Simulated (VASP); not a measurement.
# AlAs in VASP: relaxation of the atoms with PBEsol

Aim: the relaxation of the atoms of AlAs with PBEsol.

All numbers are computed with VASP 6.6.1; they aren't measurements. Logs are shortened: lines on timing, memory, paths and dates and some standing lists are left out, and cuts for length are marked.

## 1. The cell of the first run

The cell holds a slab with vacuum, 8 atoms: a = 4.003 Å, b = 4.003 Å, c = 27.622 Å, α = 90.00°, β = 90.00°, γ = 120.00°.

## 2. Relaxation of the atoms, PBEsol

Contents of INCAR:

```
SYSTEM = AlAs
PREC = Accurate ; ENCUT = 520
EDIFF = 1E-6 ; ISMEAR = 0
SIGMA = 0.05 ; LREAL = .FALSE.
LASPH = .TRUE. ; NELM = 80
ALGO = Normal ; ISIF = 2
LWAVE = .FALSE. ; LCHARG = .FALSE.
LDIPOL = .TRUE. ; IDIPOL = 3
DIPOL = 0.5 0.5 0.500 ; GGA = PS
IBRION = 2 ; NSW = 60
EDIFFG = -0.04
```

Contents of KPOINTS:

```
Automatic mesh
0
G
  9 9 1
  0 0 0
```

Contents of POSCAR:

```
AlAs
1.0
    4.0027900700      0.0000000000      0.0000000000
   -2.0013950300      3.4665178800      0.0000000000
    0.0000000000      0.0000000000     27.6218593534
As Al
4 4
Selective dynamics
Direct
    0.0000000000      0.0000000000      0.3077272928  F F F
    0.3333333300      0.6666666700      0.4260489540  F F F
    0.6666666700      0.3333333300      0.5443706255  T T T
    0.0000000000      0.0000000000      0.6626922868  T T T
    0.3333333300      0.6666666700      0.3373077132  F F F
    0.6666666700      0.3333333300      0.4556293745  F F F
    0.0000000000      0.0000000000      0.5739510460  T T T
    0.3333333300      0.6666666700      0.6922727072  T T T
```

Potentials or basis: VASP PAW PBE potentials, release 64 (As, Al).

Started as:

```sh
$ cat potpaw_PBE.64/As/POTCAR potpaw_PBE.64/Al/POTCAR > POTCAR
$ mpirun -np 1 vasp_std > vasp.out
```

OUTCAR:

```text
SYSTEM = AlAs
   PREC = Accurate
   ENCUT = 520
   EDIFF = 1E-6
   ISMEAR = 0
   LREAL = .FALSE.
   LASPH = .TRUE.
   NELM = 80
   ISIF = 2
   GGA = PS
   IBRION = 2
   NSW = 60
   EDIFFG = -0.04

 ion  position               nearest neighbor table
   1  0.000  0.000  0.308-   5 2.45   5 2.45   5 2.45
   2  0.333  0.667  0.426-   5 2.45   6 2.45   6 2.45   6 2.45
   3  0.667  0.333  0.544-   7 2.45   7 2.45   7 2.45   6 2.45
   4  0.000  0.000  0.663-   7 2.45   8 2.45   8 2.45   8 2.45
   5  0.333  0.667  0.337-   2 2.45   1 2.45   1 2.45   1 2.45
   6  0.667  0.333  0.456-   2 2.45   2 2.45   3 2.45   2 2.45
   7  0.000  0.000  0.574-   4 2.45   3 2.45   3 2.45   3 2.45
   8  0.333  0.667  0.692-   4 2.45   4 2.45   4 2.45

  LATTYP: Found a hexagonal cell.
 ALAT       =     4.0027900700
 C/A-ratio  =     6.9006515132

  Lattice vectors:

 A1 = (   4.0027900700,   0.0000000000,   0.0000000000)
 A2 = (  -2.0013950300,   3.4665178800,   0.0000000000)
 A3 = (   0.0000000000,   0.0000000000,  27.6218593534)

Analysis of symmetry for initial positions (statically):
=====================================================================
 Subroutine PRICEL returns:
 Original cell was already a primitive cell.

 Routine SETGRP: Setting up the symmetry group for a
 hexagonal supercell.

 Subroutine GETGRP returns: Found  6 space group operations
 (whereof  6 operations were pure point group operations)
 out of a pool of 24 trial point group operations.

The static configuration has the point symmetry C_3v.

Analysis of symmetry for dynamics (positions and initial velocities):
=====================================================================
 Subroutine PRICEL returns:
 Original cell was already a primitive cell.

 Routine SETGRP: Setting up the symmetry group for a
 hexagonal supercell.

 Subroutine GETGRP returns: Found  6 space group operations
 (whereof  6 operations were pure point group operations)
 out of a pool of 24 trial point group operations.

The dynamic configuration has the point symmetry C_3v.

Analysis of constrained symmetry for selective dynamics:
=====================================================================
 Subroutine PRICEL returns:
 Original cell was already a primitive cell.

 Routine SETGRP: Setting up the symmetry group for a
 hexagonal supercell.

 Subroutine GETGRP returns: Found  6 space group operations
 (whereof  6 operations were pure point group operations)
 out of a pool of 24 trial point group operations.

The constrained configuration has the point symmetry C_3v.

 Subroutine INISYM returns: Found  6 space group operations
 (whereof  6 operations are pure point group operations),
 and found     1 'primitive' translations

----------------------------------------------------------------------------------------

                                     Primitive cell

  volume of cell :     383.2738

  direct lattice vectors                    reciprocal lattice vectors
     4.002790070  0.000000000  0.000000000     0.249825742  0.144236959  0.000000000
    -2.001395030  3.466517880  0.000000000     0.000000000  0.288473920  0.000000000
     0.000000000  0.000000000 27.621859353     0.000000000  0.000000000  0.036203211

  length of vectors
     4.002790070  4.002790062 27.621859353     0.288473919  0.288473920  0.036203211

  position of ions in fractional coordinates (direct lattice)
     0.000000000  0.000000000  0.307727293
     0.333333330  0.666666670  0.426048954
     0.666666670  0.333333330  0.544370626
     0.000000000  0.000000000  0.662692287
     0.333333330  0.666666670  0.337307713
     0.666666670  0.333333330  0.455629374
     0.000000000  0.000000000  0.573951046
     0.333333330  0.666666670  0.692272707

  ion indices of the primitive-cell ions
   primitive index   ion index
                 1           1
                 2           2
                 3           3
                 4           4
                 5           5
                 6           6
                 7           7
                 8           8

----------------------------------------------------------------------------------------

 KPOINTS: Automatic mesh

Automatic generation of k-mesh.
 Grid dimensions read from file:
 generate k-points for:    9    9    1

 Generating k-lattice:

  Cartesian coordinates                     Fractional coordinates (reciprocal lattice)
     0.027758416  0.016026329  0.000000000     0.111111111 -0.000000000  0.000000000
     0.000000000  0.032052658  0.000000000     0.000000000  0.111111111  0.000000000
     0.000000000  0.000000000  0.036203211     0.000000000  0.000000000  1.000000000

  Length of vectors
     0.032052658  0.032052658  0.036203211

  Shift w.r.t. Gamma in fractional coordinates (k-lattice)
     0.000000000  0.000000000  0.000000000

 Subroutine IBZKPT returns following result:
 ===========================================

 Found     12 irreducible k-points:

 Following reciprocal coordinates:
            Coordinates               Weight
  0.000000  0.000000  0.000000      1.000000
  0.111111  0.000000  0.000000      6.000000
  0.222222  0.000000  0.000000      6.000000
  0.333333  0.000000  0.000000      6.000000
  0.444444  0.000000  0.000000      6.000000
  0.111111  0.111111  0.000000      6.000000
  0.222222  0.111111  0.000000     12.000000
  0.333333  0.111111  0.000000     12.000000
  0.444444  0.111111  0.000000      6.000000
  0.222222  0.222222  0.000000      6.000000
  0.333333  0.222222  0.000000     12.000000
  0.333333  0.333333  0.000000      2.000000
   k-points           NKPTS =     12   k-points in BZ     NKDIM =     12   number of bands    NBANDS=     21
   number of dos      NEDOS =    301   number of ions     NIONS =      8
   total plane-waves  NPLWV = 189000
   dimension x,y,z NGX =    30 NGY =   30 NGZ =  210
   dimension x,y,z NGXF=    60 NGYF=   60 NGZF=  420
   ions per type =               4   4
   NGX,Y,Z   is equivalent  to a cutoff of  12.46, 12.46, 12.64 a.u.
   NGXF,Y,Z  is equivalent  to a cutoff of  24.92, 24.92, 25.28 a.u.
 SYSTEM =  AlAs
   PREC   = accura    normal or accurate (medium, high low for compatibility)
   ISTART =      0    job   : 0-new  1-cont  2-samecut
   ICHARG =      2    charge: 1-file 2-atom 10-const
   ISPIN  =      1    spin polarized calculation?
   LNONCOLLINEAR =      F non collinear calculations
   LSORBIT =      F    spin-orbit coupling
   LASPH  =      T    aspherical Exc in radial PAW
   ENCUT  =  520.0 eV  38.22 Ry    6.18 a.u.   7.44  7.44 51.36*2*pi/ulx,y,z
   NELM   =     80;   NELMIN=  2; NELMDL= -5     # of ELM steps
   EDIFF  = 0.1E-05   stopping-criterion for ELM
   LREAL  =      F    real-space projection
   EDIFFG = -.4E-01   stopping-criterion for IOM
   NSW    =     60    number of steps for IOM
   IBRION =      2    ionic relax: 0-MD 1-quasi-New 2-CG
   NFREE  =      1    steps in history (QN), initial steepest desc. (CG)
   ISIF   =      2    stress and relaxation
   ISYM   =      2    0-nonsym 1-usesym 2-fastsym
   POTIM  = 0.5000    time-step for ionic-motion
   TEBEG  =    0.0;   TEEND  =   0.0 temperature during run
   PSTRESS=    0.0 pullay stress
   NELECT =      32.0000    total number of electrons
   NUPDOWN=      -1.0000    fix difference up-down
   EMIN   =  10.00;   EMAX   =-10.00  energy-range for DOS
   EFERMI =   0.00;   METHOD = LEGACY
   ISMEAR =     0;   SIGMA  =   0.05  broadening in eV -4-tet -1-fermi 0-gaus
   EFERMI_NEDOS =   21; number of points for ismear=-14 and -15
   IALGO  =     38    algorithm
   IMIX   =      4    mixing-type and parameters
     AMIX     =   0.40;   BMIX     =  1.00
     AMIX_MAG =   1.60;   BMIX_MAG =  1.00
  volume/ion in A,a.u.               =      47.91       323.31
  Fermi-wavevector in a.u.,A,eV,Ry     =   0.715520  1.352137  6.965759  0.511969
  Thomas-Fermi vector in A             =   1.803702
   LORBIT       =      0    0 simple, 1 ext, 2 COOP (PROOUT), +10 PAW based schemes
   GGA     = PS    functional components
   LHFCALC =     F    Hartree Fock is set to
   AEXX    =    0.0000 exact exchange contribution
   IVDW    =     0    specifies the selected vdW correction
   LEPSILON=     F    determine dielectric tensor
   LRPA    =     F    only Hartree local field effects (RPA)
 conjugate gradient relaxation of ions
 non-spin polarized calculation
 Gauss-broadening in eV      SIGMA  =   0.05
  energy-cutoff  :      520.00
  volume of cell :      383.27
 maximum number of plane-waves:     10377
 NGX is ok and might be reduce to    30
   NGX = 15   NGY = 15   NGZ =103

--------------------------------------- Ionic step        1  -------------------------------------------

 number of electron      31.9999998 magnetization

 Free energy of the ion-electron system (eV)
  ---------------------------------------------------
  ext. energy  EPLUGINS =         0.00000000
  ---------------------------------------------------
  free energy    TOTEN  =       -37.56593792 eV

  energy without entropy =      -37.55445630  energy(sigma->0) =      -37.56019711

------------------------ aborting loop because EDIFF is reached ----------------------------------------

  FORCE on cell =-STRESS in cart. coord.  units (eV):
  Direction    XX          YY          ZZ          XY          YZ          ZX
  --------------------------------------------------------------------------------------
  -------------------------------------------------------------------------------------
  Total       -0.2334252     -0.2334252      2.5711909     -0.0000000      0.0000000      0.0000000
  in kB       -0.9757737     -0.9757737     10.7481998     -0.0000000      0.0000000      0.0000000
  external PRESSURE =       2.9322175 kB  Pullay stress =       0.0000000 kB
[... 107 lines left out ...]
  FREE ENERGIE OF THE ION-ELECTRON SYSTEM (eV)
  ---------------------------------------------------
  free  energy   TOTEN  =       -37.6012195152 eV

  energy  without entropy=      -37.5900120358  energy(sigma->0) =      -37.59561578

[... ionic steps 4 to 7 ...]

--------------------------------------- Ionic step        8  -------------------------------------------

 number of electron      31.9999998 magnetization

------------------------ aborting loop because EDIFF is reached ----------------------------------------

  FORCE on cell =-STRESS in cart. coord.  units (eV):
  Direction    XX          YY          ZZ          XY          YZ          ZX
  --------------------------------------------------------------------------------------
  -------------------------------------------------------------------------------------
  Total        0.3736845      0.3736845      1.5257520      0.0000000      0.0000000     -0.0000000
  in kB        1.5620918      1.5620918      6.3780125      0.0000000      0.0000000     -0.0000000
  external PRESSURE =       3.1673987 kB  Pullay stress =       0.0000000 kB
[... 69 lines left out ...]
  energy  without entropy=      -37.5948546805  energy(sigma->0) =      -37.60063084

--------------------------------------- Ionic step       10  -------------------------------------------

 number of electron      31.9999998 magnetization

 dipolmoment           0.000000      0.000000     -0.196920 electrons x Angstroem

 Free energy of the ion-electron system (eV)
  ---------------------------------------------------
  ext. energy  EPLUGINS =         0.00000000
  ---------------------------------------------------
  free energy    TOTEN  =       -37.60720207 eV

  energy without entropy =      -37.59565594  energy(sigma->0) =      -37.60142901

 E-fermi :  -0.3974     XC(G=0):  -4.8849

 val. band max:       -0.4128493632   @ k =   0.3333   0.3333   0.0000
 cond. band min:      -0.3901321765   @ k =   0.4444   0.0000   0.0000
 fundamental gap:      0.0227171867
 Fermi energy:        -0.3974494932

 k-point     1 :       0.0000    0.0000    0.0000
  band No.  band energies     occupation
      1     -13.3433      2.00000
      2     -12.5993      2.00000
      3     -11.9003      2.00000
      4     -10.7960      2.00000
      5      -6.3876      2.00000
      6      -4.9637      2.00000
[... 277 lines left out ...]
     20       2.6624      0.00000
     21       3.0188      0.00000

------------------------ aborting loop because EDIFF is reached ----------------------------------------

 vacuum level on the upper side and lower side of the slab       (xc-potential included)        -1.274         1.252

  FORCE on cell =-STRESS in cart. coord.  units (eV):
  Direction    XX          YY          ZZ          XY          YZ          ZX
  --------------------------------------------------------------------------------------
  -------------------------------------------------------------------------------------
  Total        0.3018186      0.3018186      1.3513821      0.0000000      0.0000000     -0.0000000
  in kB        1.2616746      1.2616746      5.6491042      0.0000000      0.0000000     -0.0000000
  external PRESSURE =       2.7241511 kB  Pullay stress =       0.0000000 kB

 VOLUME and BASIS-vectors are now :
 -----------------------------------------------------------------------------
  energy-cutoff  :      520.00
  volume of cell :      383.27
      direct lattice vectors                 reciprocal lattice vectors
     4.002790070  0.000000000  0.000000000     0.249825742  0.144236959  0.000000000
    -2.001395030  3.466517880  0.000000000     0.000000000  0.288473920  0.000000000
     0.000000000  0.000000000 27.621859353     0.000000000  0.000000000  0.036203211
[... 14 lines left out ...]
  FREE ENERGIE OF THE ION-ELECTRON SYSTEM (eV)
  ---------------------------------------------------
  free  energy   TOTEN  =       -37.6072020711 eV

  energy  without entropy=      -37.5956559441  energy(sigma->0) =      -37.60142901

 reached required accuracy - stopping structural energy minimisation

 vacuum level on the upper side and lower side of the slab         3.022         5.610
```

Wall time 19 min (1 thread of Oxide Virtual Turin-like, shared host); peak memory 0.49 GiB.

What came out:

| Item | Value |
| --- | --- |
| Free energy | -37.6072 eV |
| Energy gained by relaxing | 5.2 meV/atom |
| Ionic steps | 10 |
| Band gap on the k mesh | zero (bands 16 and 17 overlap by 0.22 eV) |

The path:
```
step  energy change (eV)  largest force on free atoms (eV/Å)  pressure (GPa)
   1              0.0000                              0.6731            0.29
   2             -0.0309                              0.2697            0.31
   3             -0.0353                              0.1631            0.32
   4             -0.0370                              0.1274            0.33
   5             -0.0394                              0.0533            0.34
   6             -0.0394                              0.0583            0.34
   7             -0.0398                              0.0492            0.33
   8             -0.0401                              0.0492            0.32
   9             -0.0405                              0.0439            0.30
  10             -0.0413                              0.0301            0.27
```

Final structure:
```
CELL_PARAMETERS angstrom
4.00279 0.00000 0.00000
-2.00140 3.46652 0.00000
0.00000 0.00000 27.62186
ATOMIC_POSITIONS crystal
As 0.00000 0.00000 0.30773
As 0.33333 0.66667 0.42605
As 0.66667 0.33333 0.54656
As 0.00000 0.00000 0.66607
Al 0.33333 0.66667 0.33731
Al 0.66667 0.33333 0.45563
Al 0.00000 0.00000 0.57433
Al 0.33333 0.66667 0.69209
```

Levels at points of the mesh, in eV from the Fermi level:
```tsv
k point	band 13	band 14	band 15	band 16	band 17	band 18	band 19	band 20
(0.00, 0.00, 0.00)	-0.73	-0.66	0.20	0.20	0.31	0.95	1.66	2.25
```

Caveat: the PAW data sets were made with another functional, which shifts forces and pressure a little.

The gap in the log of VASP goes by the Fermi energy; the results here count the filled bands.